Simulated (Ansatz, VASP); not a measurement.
# Pt: VASP beside Ansatz

```
CELL_PARAMETERS angstrom
2.71926 0.00000 0.00000
-1.35963 2.35494 0.00000
0.00000 0.00000 4.79213
ATOMIC_POSITIONS crystal
Pt 0.66667 0.33333 0.75000
Pt 0.33333 0.66667 0.25000
```

Alike in both runs: task single point; functional r2SCAN; k mesh 14 × 14 × 7; no spin polarisation.

|  | VASP | Ansatz |
| --- | --- | --- |
| version | VASP 6.6.1 | Ansatz 0.2.0 |
| potentials or method | VASP PAW PBE potentials, release 64 (Pt), cutoff 520 eV | plane waves, PAW |
| occupations | gaussian, width 0.1 eV | gaussian |
| valence electrons in the cell | 20 | 36 |

|  | VASP | Ansatz | Ansatz less VASP |
| --- | --- | --- | --- |
| pressure (GPa) | 2.2 | 1.5 | -0.69 |
| traceless stress, the component that is largest in VASP (GPa) | -2.78 | -2.55 | +0.235 |

VASP's potentials were made for PBE, not for r2SCAN. VASP's potentials hold 20 valence electrons a cell and Ansatz's 36, so a difference there can come from the potentials and not from the codes. Ansatz's warnings: structure snapped to symmetry.

Neither program's run includes spin-orbit coupling.
